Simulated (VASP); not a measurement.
Input of a VASP 6.6.1 run:

Contents of INCAR:

```
SYSTEM = WC
PREC     = Accurate       ! precision mode
ENCUT    = 520            ! plane-wave cutoff, eV
EDIFF    = 1E-6           ! SCF threshold, eV
ISMEAR   = -1             ! smearing method
SIGMA    = 0.05           ! smearing width, eV
LREAL    = .FALSE.        ! projectors in reciprocal space
LASPH    = .TRUE.         ! aspherical terms in the spheres
NELM     = 150            ! most SCF steps
ALGO     = Normal         ! electronic algorithm
ISIF     = 2              ! what is computed and relaxed
LWAVE    = .FALSE.        ! write WAVECAR
LCHARG   = .FALSE.        ! write CHGCAR
LMAXMIX  = 4              ! l up to which the mixer works
LDAU     = .TRUE.         ! DFT+U
LDAUTYPE = 2            
LDAUL    = 2 -1           ! shell
LDAUU    = 5 0            ! U, eV
LDAUJ    = 0 0          
LDAUPRINT= 1            
GGA      = PS             ! functional
NBANDS   = 16             ! bands
```

File KPOINTS:

```
regular mesh
0
G
  10 10 10
  0 0 0
```

Contents of POSCAR:

```
WC
1.0
    0.0000000000      2.1738082446      2.1738082446
    2.1738082446      0.0000000000      2.1738082446
    2.1738082446      2.1738082446      0.0000000000
W C
1 1
Direct
    0.0000000000      0.0000000000      0.0000000000
    0.5000000000      0.5000000000      0.5000000000
```

Potentials or basis: VASP PAW PBE potentials, release 64 (W_sv, C).

The run is started by

```console
$ cat potpaw_PBE.64/W_sv/POTCAR potpaw_PBE.64/C/POTCAR > POTCAR
$ mpirun -np 1 vasp_std > vasp.out
```

What does it give for the band gap on the k mesh?

Zero (band 9 reaches 14.32 eV, above the bottom of band 10 at 10.92 eV).

What does it give for the pressure?

10.5 GPa.

Eigenvalues of the final occupation matrices:
```tsv
site	spin	trace	eigenvalues
site 1 d	1	1.68	0.33 0.33 0.33 0.34 0.34
site 1 d	2	1.68	0.33 0.33 0.33 0.34 0.34
```

Caveat: the PAW data sets were made with another functional, which shifts forces and pressure a little; spin-orbit coupling is left out, which moves the levels of the heavy elements; U without spin polarisation on a metal has little footing; the U is typed as a test and isn't derived for this compound.
